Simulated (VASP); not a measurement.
# Hf5H in VASP: notebook

The runs below take Hf5H through single point, with PBE+D3(BJ).

Everything below comes from runs of VASP 6.6.1. Logs are shortened: lines on timing, memory, paths and dates and some standing lists are left out, and cuts for length are marked.

### 1 The cell of the first run

The cell holds a slab with vacuum, 6 atoms: a = 4.956 Å, b = 4.956 Å, c = 21.133 Å, α = 90.00°, β = 90.00°, γ = 120.00°.

### 2 Single point, PBE+D3(BJ)

Input file INCAR:

```
PREC = Accurate
ENCUT = 520
EDIFF = 1E-7
ISMEAR = 0
SIGMA = 0.1
LREAL = F
LASPH = T
NELM = 100
ALGO = Normal
ISIF = 2
LWAVE = F
LCHARG = F
LDIPOL = T
IDIPOL = 3
DIPOL = 0.5 0.5 0.313
GGA = PE
IVDW = 12
NBANDS = 34
```

Input file KPOINTS:

```
regular mesh
0
Gamma
  6 6 1
```

Input file POSCAR:

```
Hf5H
1.0
    4.9564149667      0.0000000000      0.0000000000
   -2.4782074834      4.2923812729      0.0000000000
    0.0000000000      0.0000000000     21.1328376004
Hf H
5 1
Direct
    0.6666666667      0.3333333333      0.1892788879
    0.3333333333      0.6666666667      0.2371533849
    0.0000000000      0.0000000000      0.2763383880
    0.6666666667      0.3333333333      0.3164267596
    0.3333333333      0.6666666667      0.3706476976
    0.5555555556      1.5555555556      0.4889470026
```

Potentials or basis: VASP PAW PBE potentials, release 64 (Hf_pv, H).

Run with:

```console
$ cat potpaw_PBE.64/Hf_pv/POTCAR potpaw_PBE.64/H/POTCAR > POTCAR
$ mpirun -np 1 vasp_std > vasp.out
```

OUTCAR:

```text
PREC = Accurate
   ENCUT = 520
   EDIFF = 1E-7
   ISMEAR = 0
   LREAL = F
   LASPH = T
   NELM = 100
   ISIF = 2
   GGA = PE
   IVDW = 12
 IVDW          = 12

 ion  position               nearest neighbor table
   1  0.667  0.333  0.189-   4 2.69   2 3.04   2 3.04   2 3.04   3 3.40   3 3.40   3 3.40
   2  0.333  0.667  0.237-   5 2.82   3 2.98   3 2.98   3 2.98   1 3.04   1 3.04   1 3.04   4 3.32
                             4 3.32   4 3.32
   3  0.000  0.000  0.276-   2 2.98   2 2.98   2 2.98   4 2.98   4 2.98   4 2.98   1 3.40   1 3.40
                             1 3.40   5 3.49   5 3.49   5 3.49
   4  0.667  0.333  0.316-   1 2.69   3 2.98   3 2.98   3 2.98   5 3.08   5 3.08   5 3.08   2 3.32
                             2 3.32   2 3.32
   5  0.333  0.667  0.371-   2 2.82   4 3.08   4 3.08   4 3.08   3 3.49   3 3.49   3 3.49
   6  0.556  0.556  0.489-

  LATTYP: Found a hexagonal cell.
 ALAT       =     4.9564149667
 C/A-ratio  =     4.2637345223

  Lattice vectors:

 A1 = (   4.9564149667,   0.0000000000,   0.0000000000)
 A2 = (  -2.4782074834,   4.2923812729,   0.0000000000)
 A3 = (   0.0000000000,   0.0000000000,  21.1328376004)

Analysis of symmetry for initial positions (statically):
=====================================================================
 Subroutine PRICEL returns:
 Original cell was already a primitive cell.

 Routine SETGRP: Setting up the symmetry group for a
 hexagonal supercell.

 Subroutine GETGRP returns: Found  1 space group operations
 (whereof  1 operations were pure point group operations)
 out of a pool of 24 trial point group operations.

The static configuration has the point symmetry C_1 .

Analysis of symmetry for dynamics (positions and initial velocities):
=====================================================================
 Subroutine PRICEL returns:
 Original cell was already a primitive cell.

 Routine SETGRP: Setting up the symmetry group for a
 hexagonal supercell.

 Subroutine GETGRP returns: Found  1 space group operations
 (whereof  1 operations were pure point group operations)
 out of a pool of 24 trial point group operations.

The dynamic configuration has the point symmetry C_1 .

 Subroutine INISYM returns: Found  1 space group operations
 (whereof  1 operations are pure point group operations),
 and found     1 'primitive' translations

----------------------------------------------------------------------------------------

                                     Primitive cell

  volume of cell :     449.5974

  direct lattice vectors                    reciprocal lattice vectors
     4.956414967  0.000000000  0.000000000     0.201758732  0.116485458  0.000000000
    -2.478207483  4.292381273  0.000000000     0.000000000  0.232970917  0.000000000
     0.000000000  0.000000000 21.132837600     0.000000000  0.000000000  0.047319722

  length of vectors
     4.956414967  4.956414967 21.132837600     0.232970917  0.232970917  0.047319722

  position of ions in fractional coordinates (direct lattice)
     0.666666667  0.333333333  0.189278888
     0.333333333  0.666666667  0.237153385
     0.000000000  0.000000000  0.276338388
     0.666666667  0.333333333  0.316426760
     0.333333333  0.666666667  0.370647698
     0.555555556  0.555555556  0.488947003

  ion indices of the primitive-cell ions
   primitive index   ion index
                 1           1
                 2           2
                 3           3
                 4           4
                 5           5
                 6           6

----------------------------------------------------------------------------------------

 KPOINTS: regular mesh

Automatic generation of k-mesh.
 Grid dimensions read from file:
 generate k-points for:    6    6    1

 Generating k-lattice:

  Cartesian coordinates                     Fractional coordinates (reciprocal lattice)
     0.033626455  0.019414243  0.000000000     0.166666667  0.000000000  0.000000000
     0.000000000  0.038828486  0.000000000     0.000000000  0.166666667  0.000000000
     0.000000000  0.000000000  0.047319722     0.000000000  0.000000000  1.000000000

  Length of vectors
     0.038828486  0.038828486  0.047319722

  Shift w.r.t. Gamma in fractional coordinates (k-lattice)
     0.000000000  0.000000000  0.000000000

 Subroutine IBZKPT returns following result:
 ===========================================

 Found     20 irreducible k-points:

 Following reciprocal coordinates:
            Coordinates               Weight
  0.000000  0.000000  0.000000      1.000000
  0.166667  0.000000  0.000000      2.000000
  0.000000  0.166667  0.000000      2.000000
 -0.166667  0.166667  0.000000      2.000000
  0.333333  0.000000  0.000000      2.000000
  0.000000  0.333333  0.000000      2.000000
[... 12 lines left out ...]
  0.500000 -0.166667  0.000000      2.000000
  0.333333  0.333333  0.000000      2.000000
   k-points           NKPTS =     20   k-points in BZ     NKDIM =     20   number of bands    NBANDS=     34
   number of dos      NEDOS =    301   number of ions     NIONS =      6
   total plane-waves  NPLWV = 256000
   dimension x,y,z NGX =    40 NGY =   40 NGZ =  160
   dimension x,y,z NGXF=    80 NGYF=   80 NGZF=  320
   ions per type =               5   1
   NGX,Y,Z   is equivalent  to a cutoff of  13.42, 13.42, 12.59 a.u.
   NGXF,Y,Z  is equivalent  to a cutoff of  26.83, 26.83, 25.17 a.u.
 SYSTEM =  unknown system
   PREC   = accura    normal or accurate (medium, high low for compatibility)
   ISTART =      0    job   : 0-new  1-cont  2-samecut
   ICHARG =      2    charge: 1-file 2-atom 10-const
   ISPIN  =      1    spin polarized calculation?
   LNONCOLLINEAR =      F non collinear calculations
   LSORBIT =      F    spin-orbit coupling
   LASPH  =      T    aspherical Exc in radial PAW
   ENCUT  =  520.0 eV  38.22 Ry    6.18 a.u.   9.22  9.22 39.29*2*pi/ulx,y,z
   NELM   =    100;   NELMIN=  2; NELMDL= -5     # of ELM steps
   EDIFF  = 0.1E-06   stopping-criterion for ELM
   LREAL  =      F    real-space projection
   EDIFFG = 0.1E-05   stopping-criterion for IOM
   NSW    =      0    number of steps for IOM
   IBRION =     -1    ionic relax: 0-MD 1-quasi-New 2-CG
   NFREE  =      0    steps in history (QN), initial steepest desc. (CG)
   ISIF   =      2    stress and relaxation
   ISYM   =      2    0-nonsym 1-usesym 2-fastsym
   POTIM  = 0.5000    time-step for ionic-motion
   TEBEG  =    0.0;   TEEND  =   0.0 temperature during run
   PSTRESS=    0.0 pullay stress
   NELECT =      51.0000    total number of electrons
   NUPDOWN=      -1.0000    fix difference up-down
   EMIN   =  10.00;   EMAX   =-10.00  energy-range for DOS
   EFERMI =   0.00;   METHOD = LEGACY
   ISMEAR =     0;   SIGMA  =   0.10  broadening in eV -4-tet -1-fermi 0-gaus
   EFERMI_NEDOS =   21; number of points for ismear=-14 and -15
   IALGO  =     38    algorithm
   IMIX   =      4    mixing-type and parameters
     AMIX     =   0.40;   BMIX     =  1.00
     AMIX_MAG =   1.60;   BMIX_MAG =  1.00
  volume/ion in A,a.u.               =      74.93       505.67
  Fermi-wavevector in a.u.,A,eV,Ry     =   0.792484  1.497577  8.544871  0.628030
  Thomas-Fermi vector in A             =   1.898231
   LORBIT       =      0    0 simple, 1 ext, 2 COOP (PROOUT), +10 PAW based schemes
   GGA     = PE    functional components
   LHFCALC =     F    Hartree Fock is set to
   AEXX    =    0.0000 exact exchange contribution
   IVDW    =    12    specifies the selected vdW correction
   LEPSILON=     F    determine dielectric tensor
   LRPA    =     F    only Hartree local field effects (RPA)
 non-spin polarized calculation
 Gauss-broadening in eV      SIGMA  =   0.10
  energy-cutoff  :      520.00
  volume of cell :      449.60
 maximum number of plane-waves:     12126
 NGX is ok and might be reduce to    40
   NGX = 19   NGY = 19   NGZ = 79

 dipolmoment           0.000000      0.000000     -0.055127 electrons x Angstroem

 number of electron      51.0000004 magnetization

 dipolmoment           0.000000      0.000000      0.350332 electrons x Angstroem

 Free energy of the ion-electron system (eV)
  ---------------------------------------------------
  ext. energy  EPLUGINS =         0.00000000
  ---------------------------------------------------
  free energy    TOTEN  =       -45.56480739 eV

  energy without entropy =      -45.51598811  energy(sigma->0) =      -45.54039775

 E-fermi :  -2.3301     XC(G=0):  -4.0001

 val. band max:       -2.3316541568   @ k =   0.5000   0.5000   0.0000
 cond. band min:      -2.3227112095   @ k =  -0.1667   0.3333   0.0000
 fundamental gap:      0.0089429474
 Fermi energy:        -2.3300977819

 k-point     1 :       0.0000    0.0000    0.0000
  band No.  band energies     occupation
      1     -33.7019      2.00000
      2     -33.6443      2.00000
      3     -33.6023      2.00000
      4     -33.5667      2.00000
      5     -33.3634      2.00000
      6     -33.3594      2.00000
[... 26 lines left out ...]
     33       0.4370      0.00000
     34       0.4624      0.00000

 k-point     2 :       0.1667    0.0000    0.0000
  band No.  band energies     occupation
      1     -33.7050      2.00000
      2     -33.6499      2.00000
      3     -33.6049      2.00000
      4     -33.5701      2.00000
      5     -33.3731      2.00000
      6     -33.3631      2.00000
[... 26 lines left out ...]
     33       0.1162      0.00000
     34       0.3087      0.00000
[... 627 lines left out ...]
     33      -0.4325      0.00000
     34      -0.2033      0.00000

 k-point    20 :       0.3333    0.3333    0.0000
  band No.  band energies     occupation
      1     -33.7147      2.00000
      2     -33.6607      2.00000
      3     -33.6233      2.00000
      4     -33.5811      2.00000
      5     -33.3946      2.00000
      6     -33.3463      2.00000
[... 26 lines left out ...]
     33      -0.5889      0.00000
     34      -0.4647      0.00000

------------------------ aborting loop because EDIFF is reached ----------------------------------------

 vacuum level on the upper side and lower side of the slab       (xc-potential included)         1.327        -1.582

 Edisp (eV)   -1.21958

 E8    (eV) :    -0.6750

  FORCE on cell =-STRESS in cart. coord.  units (eV):
  Direction    XX          YY          ZZ          XY          YZ          ZX
  --------------------------------------------------------------------------------------
  -------------------------------------------------------------------------------------
  Total      -4.46334    -3.42266    -2.54693     0.57584     0.13374    -1.03154
  in kB     -15.90548   -12.19695    -9.07619     2.05205     0.47660    -3.67597
  external pressure =      -12.39 kB  Pullay stress =        0.00 kB

 VOLUME and BASIS-vectors are now :
 -----------------------------------------------------------------------------
  energy-cutoff  :      520.00
  volume of cell :      449.60
      direct lattice vectors                 reciprocal lattice vectors
     4.956414967  0.000000000  0.000000000     0.201758732  0.116485458  0.000000000
    -2.478207483  4.292381273  0.000000000     0.000000000  0.232970917  0.000000000
     0.000000000  0.000000000 21.132837600     0.000000000  0.000000000  0.047319722

 POSITION                                       TOTAL-FORCE (eV/Angst)
 -----------------------------------------------------------------------------------
      2.47821      1.43079      4.00000         0.049383     -0.016242     -1.132855
     -0.00000      2.86159      5.01172         0.054671     -0.029565      1.042246
      0.00000      0.00000      5.83981        -0.072983      0.042878     -0.034693
      2.47821      1.43079      6.68700        -0.241338      0.106851      0.184055
     -0.00000      2.86159      7.83284         0.654302     -0.182319      1.457544
      1.37678      2.38466     10.33284        -0.444034      0.078397     -1.516297
 -----------------------------------------------------------------------------------
    total drift:                                0.000024      0.000009     -0.000365

  FREE ENERGIE OF THE ION-ELECTRON SYSTEM (eV)
  ---------------------------------------------------
  free  energy   TOTEN  =       -46.7843923016 eV

  energy  without entropy=      -46.7355730208  energy(sigma->0) =      -46.75998266

 vacuum level on the upper side and lower side of the slab         3.911         0.928
```

Wall time 31 min (1 thread of Intel Xeon 8259CL, shared host); peak memory 0.72 GiB.

Results:

| Quantity | Value |
| --- | --- |
| Free energy | -46.7844 eV |
| Largest force | 1.608 eV/Å |
| Band gap on the k mesh | zero (an odd number of electrons rules out a gap without spin polarisation) |
| Dispersion energy per atom | -0.203 eV |

Forces on the atoms (eV/Å):
```
Hf   0.049 -0.016 -1.133
Hf   0.055 -0.030  1.042
Hf  -0.073  0.043 -0.035
Hf  -0.241  0.107  0.184
Hf   0.654 -0.182  1.458
H   -0.444  0.078 -1.516
```

Caveat: spin-orbit coupling is left out, which moves the levels of the heavy elements.

(Part 1 of 2 ends here.)
